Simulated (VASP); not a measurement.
# W8C9F3 in VASP: notebook

Runs on W8C9F3. Level: PBEsol. Tasks: single point.

Everything below comes from runs of VASP 6.6.1. Logs are shortened: lines on timing, memory, paths and dates and some standing lists are left out, and cuts for length are marked.

**1. The cell of the first run**

The cell holds a slab with vacuum, 20 atoms: a = 5.776 Å, b = 5.776 Å, c = 16.238 Å, α = 90.00°, β = 90.00°, γ = 120.00°.

**2. Single point, PBEsol**

Contents of INCAR:

```
PREC = Accurate
ENCUT = 520
EDIFF = 1E-6
ISMEAR = -1
SIGMA = 0.15
LREAL = Auto
LASPH = T
NELM = 80
ALGO = Normal
ISIF = 2
LWAVE = F
LCHARG = T
GGA = PS
LELF = T
LVHAR = T
NBANDS = 100
```

Contents of KPOINTS:

```
regular mesh
0
Gamma
  3 3 1
```

Contents of POSCAR:

```
W8C9F3
1.0
    5.7763200000      0.0000000000      0.0000000000
   -2.8881600000      5.0024400000      0.0000000000
    0.0000000000      0.0000000000     16.2384600000
W C F
8 9 3
Direct
    0.0000000000      0.0000000000      0.0615821944
    0.0127670659      0.0134288467      0.2385368440
    0.0000000000      0.5000000000      0.0615821944
    0.0132014494      0.5129174963      0.2354675259
    0.5000000000      0.0000000000      0.0615821944
    0.5188973241      0.0156005869      0.2398516854
    0.5000000000      0.5000000000      0.0615821944
    0.5110079769      0.5088646740      0.2351096101
    0.3371606580      0.1677853208      0.1433058307
    0.3483234572      0.1796357378      0.3061881484
    0.3387497247      0.6717431893      0.1422626899
    0.3462446972      0.6791289851      0.3037664902
    0.8380766930      0.1707568706      0.1441796205
    0.8896497103      0.2133868672      0.3225494905
    0.8363022605      0.6702898985      0.1413459158
    0.8470462507      0.6780449141      0.3037242448
   -0.0032108833      0.3168227905      0.4164146107
   -0.0885866196      0.1073754008      0.4666604469
    0.2679968336      0.4621348782      0.4315414762
   -0.0897315888      0.4792361328      0.4450542724
```

Potentials or basis: VASP PAW PBE potentials, release 64 (W_sv, C, F).

Started as:

```bash
$ cat potpaw_PBE.64/W_sv/POTCAR potpaw_PBE.64/C/POTCAR potpaw_PBE.64/F/POTCAR > POTCAR
$ mpirun -np 1 vasp_std > vasp.out
```

OUTCAR:

```text
PREC = Accurate
   ENCUT = 520
   EDIFF = 1E-6
   ISMEAR = -1
   LREAL = Auto
   LASPH = T
   NELM = 80
   ISIF = 2
   GGA = PS

 ion  position               nearest neighbor table
   1  0.000  0.000  0.062-  15 2.10  13 2.14   9 2.15   2 2.87   5 2.89   5 2.89   3 2.89   3 2.89
                             7 2.89   7 2.89
   2  0.013  0.013  0.239-  16 1.98  10 2.01  14 2.13   9 2.24  13 2.26  15 2.33   6 2.86   8 2.87
                             1 2.87   4 2.88   4 2.89   8 2.91   6 2.92
   3  0.000  0.500  0.062-  15 2.11  13 2.12  11 2.14   4 2.82   7 2.89   7 2.89   5 2.89   1 2.89
                             1 2.89   5 2.89
   4  0.013  0.513  0.235-  16 1.99  12 2.00  14 2.07  11 2.22  13 2.26  15 2.27   3 2.82   6 2.86
                             2 2.88   8 2.89   8 2.89   2 2.89   6 2.91
   5  0.500  0.000  0.062-  11 2.10   9 2.12  13 2.16   1 2.89   1 2.89   3 2.89   7 2.89   7 2.89
                             3 2.89   6 2.90
   6  0.519  0.016  0.240-  12 1.98  10 1.99  13 2.23  14 2.29   9 2.29  11 2.34   2 2.86   4 2.86
                             8 2.87   5 2.90   8 2.91   4 2.91   2 2.92
   7  0.500  0.500  0.062-  11 2.12  15 2.12   9 2.13   8 2.82   3 2.89   3 2.89   5 2.89   5 2.89
                             1 2.89   1 2.89
   8  0.511  0.509  0.235-  10 2.01  12 2.01  16 2.02  15 2.23  11 2.25   9 2.27   7 2.82   2 2.87
                             6 2.87   4 2.89   4 2.89   6 2.91   2 2.91
   9  0.337  0.168  0.143-   5 2.12   7 2.13   1 2.15   2 2.24   8 2.27   6 2.29
  10  0.348  0.180  0.306-   6 1.99   2 2.01   8 2.01
  11  0.339  0.672  0.142-   5 2.10   7 2.12   3 2.14   4 2.22   8 2.25   6 2.34
  12  0.346  0.679  0.304-   6 1.98   4 2.00   8 2.01
  13  0.838  0.171  0.144-   3 2.12   1 2.14   5 2.16   6 2.23   2 2.26   4 2.26
  14  0.890  0.213  0.323-  17 1.64   4 2.07   2 2.13   6 2.29
  15  0.836  0.670  0.141-   1 2.10   3 2.11   7 2.12   8 2.23   4 2.27   2 2.33
  16  0.847  0.678  0.304-   2 1.98   4 1.99   8 2.02
  17  0.997  0.317  0.416-  18 1.33  20 1.35  19 1.38  14 1.64
  18  0.911  0.107  0.467-  17 1.33
  19  0.268  0.462  0.432-  17 1.38
  20  0.910  0.479  0.445-  17 1.35

  LATTYP: Found a hexagonal cell.
 ALAT       =     5.7763200000
 C/A-ratio  =     2.8112119827

  Lattice vectors:

 A1 = (   5.7763200000,   0.0000000000,   0.0000000000)
 A2 = (  -2.8881600000,   5.0024400000,   0.0000000000)
 A3 = (   0.0000000000,   0.0000000000,  16.2384600000)

Analysis of symmetry for initial positions (statically):
=====================================================================
 Subroutine PRICEL returns:
 Original cell was already a primitive cell.

 Routine SETGRP: Setting up the symmetry group for a
 hexagonal supercell.

 Subroutine GETGRP returns: Found  1 space group operations
 (whereof  1 operations were pure point group operations)
 out of a pool of 24 trial point group operations.

The static configuration has the point symmetry C_1 .

Analysis of symmetry for dynamics (positions and initial velocities):
=====================================================================
 Subroutine PRICEL returns:
 Original cell was already a primitive cell.

 Routine SETGRP: Setting up the symmetry group for a
 hexagonal supercell.

 Subroutine GETGRP returns: Found  1 space group operations
 (whereof  1 operations were pure point group operations)
 out of a pool of 24 trial point group operations.

The dynamic configuration has the point symmetry C_1 .

 Subroutine INISYM returns: Found  1 space group operations
 (whereof  1 operations are pure point group operations),
 and found     1 'primitive' translations

----------------------------------------------------------------------------------------

                                     Primitive cell

  volume of cell :     469.2216

  direct lattice vectors                    reciprocal lattice vectors
     5.776320000  0.000000000  0.000000000     0.173120603  0.099951224  0.000000000
    -2.888160000  5.002440000  0.000000000     0.000000000  0.199902448  0.000000000
     0.000000000  0.000000000 16.238460000     0.000000000  0.000000000  0.061582194

  length of vectors
     5.776320000  5.776320121 16.238460000     0.199902452  0.199902448  0.061582194

  position of ions in fractional coordinates (direct lattice)
     0.000000000  0.000000000  0.061582194
     0.012767066  0.013428847  0.238536844
     0.000000000  0.500000000  0.061582194
     0.013201449  0.512917496  0.235467526
     0.500000000  0.000000000  0.061582194
     0.518897324  0.015600587  0.239851685
[... 12 lines left out ...]
     0.267996834  0.462134878  0.431541476
     0.910268411  0.479236133  0.445054272

  ion indices of the primitive-cell ions
   primitive index   ion index
                 1           1
                 2           2
                 3           3
                 4           4
                 5           5
                 6           6
[... 12 lines left out ...]
                19          19
                20          20

----------------------------------------------------------------------------------------

 KPOINTS: regular mesh

Automatic generation of k-mesh.
 Grid dimensions read from file:
 generate k-points for:    3    3    1

 Generating k-lattice:

  Cartesian coordinates                     Fractional coordinates (reciprocal lattice)
     0.057706868  0.033317075  0.000000000     0.333333333  0.000000000  0.000000000
     0.000000000  0.066634149  0.000000000     0.000000000  0.333333333  0.000000000
     0.000000000  0.000000000  0.061582194     0.000000000  0.000000000  1.000000000

  Length of vectors
     0.066634151  0.066634149  0.061582194

  Shift w.r.t. Gamma in fractional coordinates (k-lattice)
     0.000000000  0.000000000  0.000000000

 Subroutine IBZKPT returns following result:
 ===========================================

 Found      5 irreducible k-points:

 Following reciprocal coordinates:
            Coordinates               Weight
  0.000000  0.000000  0.000000      1.000000
  0.333333 -0.000000  0.000000      2.000000
  0.000000  0.333333  0.000000      2.000000
 -0.333333  0.333333  0.000000      2.000000
  0.333333  0.333333  0.000000      2.000000
   k-points           NKPTS =      5   k-points in BZ     NKDIM =      5   number of bands    NBANDS=    100
   number of dos      NEDOS =    301   number of ions     NIONS =     20
   total plane-waves  NPLWV = 290304
   dimension x,y,z NGX =    48 NGY =   48 NGZ =  126
   dimension x,y,z NGXF=    96 NGYF=   96 NGZF=  252
   ions per type =               8   9   3
   NGX,Y,Z   is equivalent  to a cutoff of  13.81, 13.81, 12.90 a.u.
   NGXF,Y,Z  is equivalent  to a cutoff of  27.63, 27.63, 25.80 a.u.
 SYSTEM =  unknown system
   PREC   = accura    normal or accurate (medium, high low for compatibility)
   ISTART =      0    job   : 0-new  1-cont  2-samecut
   ICHARG =      2    charge: 1-file 2-atom 10-const
   ISPIN  =      1    spin polarized calculation?
   LNONCOLLINEAR =      F non collinear calculations
   LSORBIT =      F    spin-orbit coupling
   LASPH  =      T    aspherical Exc in radial PAW
   ENCUT  =  520.0 eV  38.22 Ry    6.18 a.u.  10.74 10.74 30.19*2*pi/ulx,y,z
   NELM   =     80;   NELMIN=  2; NELMDL= -5     # of ELM steps
   EDIFF  = 0.1E-05   stopping-criterion for ELM
   LREAL  =      T    real-space projection
   EDIFFG = 0.1E-04   stopping-criterion for IOM
   NSW    =      0    number of steps for IOM
   IBRION =     -1    ionic relax: 0-MD 1-quasi-New 2-CG
   NFREE  =      0    steps in history (QN), initial steepest desc. (CG)
   ISIF   =      2    stress and relaxation
   ISYM   =      2    0-nonsym 1-usesym 2-fastsym
   POTIM  = 0.5000    time-step for ionic-motion
   TEBEG  =    0.0;   TEEND  =   0.0 temperature during run
   PSTRESS=    0.0 pullay stress
   NELECT =     169.0000    total number of electrons
   NUPDOWN=      -1.0000    fix difference up-down
   EMIN   =  10.00;   EMAX   =-10.00  energy-range for DOS
   EFERMI =   0.00;   METHOD = LEGACY
   ISMEAR =    -1;   SIGMA  =   0.15  broadening in eV -4-tet -1-fermi 0-gaus
   EFERMI_NEDOS =   21; number of points for ismear=-14 and -15
   IALGO  =     38    algorithm
   IMIX   =      4    mixing-type and parameters
     AMIX     =   0.40;   BMIX     =  1.00
     AMIX_MAG =   1.60;   BMIX_MAG =  1.00
  volume/ion in A,a.u.               =      23.46       158.32
  Fermi-wavevector in a.u.,A,eV,Ry     =   1.164781  2.201118 18.459236  1.356716
  Thomas-Fermi vector in A             =   2.301315
   LORBIT       =      0    0 simple, 1 ext, 2 COOP (PROOUT), +10 PAW based schemes
   GGA     = PS    functional components
   LHFCALC =     F    Hartree Fock is set to
   AEXX    =    0.0000 exact exchange contribution
   IVDW    =     0    specifies the selected vdW correction
   LEPSILON=     F    determine dielectric tensor
   LRPA    =     F    only Hartree local field effects (RPA)
 non-spin polarized calculation
  energy-cutoff  :      520.00
  volume of cell :      469.22
 maximum number of plane-waves:     12661
 NGX is ok and might be reduce to    48
   NGX = 21   NGY = 21   NGZ = 61

 number of electron     168.9999989 magnetization

 Free energy of the ion-electron system (eV)
  ---------------------------------------------------
  ext. energy  EPLUGINS =         0.00000000
  ---------------------------------------------------
  free energy    TOTEN  =      -195.40383834 eV

  energy without entropy =     -195.10726941  energy(sigma->0) =     -195.25555388

 E-fermi :   0.7638     XC(G=0):  -6.9386

 val. band max:        0.5220341205   @ k =   0.0000   0.3333   0.0000
 cond. band min:       0.9909463208   @ k =   0.0000   0.0000   0.0000
 fundamental gap:      0.4689122003
 Fermi energy:         0.7637541491

 k-point     1 :       0.0000    0.0000    0.0000
  band No.  band energies     occupation
      1     -73.1167      2.00000
      2     -73.0972      2.00000
      3     -73.0496      2.00000
      4     -73.0301      2.00000
      5     -73.0200      2.00000
      6     -72.9842      2.00000
[... 484 lines left out ...]
     95       3.2843      0.00000
     96       3.3378      0.00000
 [bands above 96 left out]

------------------------ aborting loop because EDIFF is reached ----------------------------------------

  FORCE on cell =-STRESS in cart. coord.  units (eV):
  Direction    XX          YY          ZZ          XY          YZ          ZX
  --------------------------------------------------------------------------------------
  -------------------------------------------------------------------------------------
  Total        2.1890867      3.9452050     -5.5603552     -1.8923924     -8.4568305     -6.0352355
  in kB        7.4747311     13.4710729    -18.9860730     -6.4616557    -28.8762128    -20.6075723
  external PRESSURE =       0.6532437 kB  Pullay stress =       0.0000000 kB

 VOLUME and BASIS-vectors are now :
 -----------------------------------------------------------------------------
  energy-cutoff  :      520.00
  volume of cell :      469.22
      direct lattice vectors                 reciprocal lattice vectors
     5.776320000  0.000000000  0.000000000     0.173120603  0.099951224  0.000000000
    -2.888160000  5.002440000  0.000000000     0.000000000  0.199902448  0.000000000
     0.000000000  0.000000000 16.238460000     0.000000000  0.000000000  0.061582194

 POSITION                                       TOTAL-FORCE (eV/Angst)
 -----------------------------------------------------------------------------------
      0.00000      0.00000      1.00000         0.057363      0.295095      0.373825
      0.03496      0.06718      3.87347         0.016502      0.123283      0.024989
     -1.44408      2.50122      1.00000         0.158330      0.099856     -0.012020
     -1.40513      2.56584      3.82363         0.073917      0.067998     -0.023004
      2.88816      0.00000      1.00000         0.314495      0.319120      0.528104
      2.95226      0.07804      3.89482         0.140292      0.155656      0.008179
[... 12 lines left out ...]
      0.21332      2.31180      7.00757        -0.044426     -0.303235     -0.753558
      3.87389      2.39735      7.22700        -0.587594     -0.186820     -0.071122
 -----------------------------------------------------------------------------------
    total drift:                                0.013711      0.008654     -0.010432

  FREE ENERGIE OF THE ION-ELECTRON SYSTEM (eV)
  ---------------------------------------------------
  free  energy   TOTEN  =      -195.4038383408 eV

  energy  without entropy=     -195.1072694117  energy(sigma->0) =     -195.25555388
```

Run time: 25 min. Hardware: 1 thread of Intel Xeon 8259CL, shared host; peak memory 0.68 GiB.

Results:

* Free energy: -195.4038 eV
* Largest force: 1.347 eV/Å
* Band gap on the k mesh: zero (an odd number of electrons rules out a gap without spin polarisation)

Forces on the atoms (eV/Å):
```
W    0.057  0.295  0.374
W    0.017  0.123  0.025
W    0.158  0.100 -0.012
W    0.074  0.068 -0.023
W    0.314  0.319  0.528
W    0.140  0.156  0.008
W    0.089  0.121 -0.201
W    0.062  0.090 -0.068
C    0.032  0.010  0.021
C    0.066  0.101  0.128
C    0.026  0.046  0.001
C    0.075  0.151  0.032
C    0.028  0.033  0.044
C    0.221  0.316  0.449
C    0.019  0.024 -0.008
C    0.045  0.091  0.106
C   -0.547 -0.809 -0.928
F   -0.246 -0.746  0.348
F   -0.044 -0.303 -0.754
F   -0.588 -0.187 -0.071
```

Caveat: the k points lie up to 0.42 Å⁻¹ apart, too coarse for converged energies and pressures of a metal; there is no dipole correction, which matters where the two faces differ; the PAW data sets were made with another functional, which shifts forces and pressure a little; spin-orbit coupling is left out, which moves the levels of the heavy elements; an odd number of electrons without spin polarisation forces a metal; a magnetic or distorted state may lie lower.

[end of part 1 of 2]

The gap in the log of VASP goes by the Fermi energy; the results here count the filled bands.